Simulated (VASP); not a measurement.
Input of a VASP 6.6.1 run:

The input INCAR:

```
PREC = Accurate ; ENCUT = 520
EDIFF = 1E-6 ; ISMEAR = 0
SIGMA = 0.1 ; LREAL = F
LASPH = T ; NELM = 60
ALGO = Normal ; ISIF = 2
LWAVE = F ; LCHARG = F
GGA = PE ; NBANDS = 32
```

KPOINTS

```
regular mesh
0
Gamma
  6 6 4
```

File POSCAR:

```
Sr2CdP3
1.0
    5.2170003707      0.0000000000      0.0000000000
   -2.6085001853      4.5180548526      0.0000000000
    0.0000000000      0.0000000000      9.4195835344
Sr Cd P
2 1 3
Direct
    0.3333333333      0.6666666667      0.5000000000
    0.6666666667      0.3333333333      0.5000000000
    0.0000000000      0.0000000000      0.0000000000
    0.0000000000      0.0000000000      0.7432285673
    0.0000000000      0.0000000000      0.2567714327
    0.0000000000      0.0000000000      0.5000000000
```

Potentials or basis: VASP PAW PBE potentials, release 64 (Sr_sv, Cd, P).

The run is started by

```bash
$ cat potpaw_PBE.64/Sr_sv/POTCAR potpaw_PBE.64/Cd/POTCAR potpaw_PBE.64/P/POTCAR > POTCAR
$ mpirun -np 1 vasp_std > vasp.out
```

Q: Predict the largest force.

A: 0.077 eV/Å.

Q: Estimate the band gap on the k mesh.

A: Zero (an odd number of electrons rules out a gap without spin polarisation).

Q: Estimate the pressure.

A: 0.1 GPa.

Forces in eV/Å, atoms in the order of the input:
```
Sr   0.000  0.000  0.000
Sr   0.000  0.000  0.000
Cd   0.000  0.000  0.000
P    0.000  0.000 -0.077
P    0.000  0.000  0.077
P    0.000  0.000  0.000
```
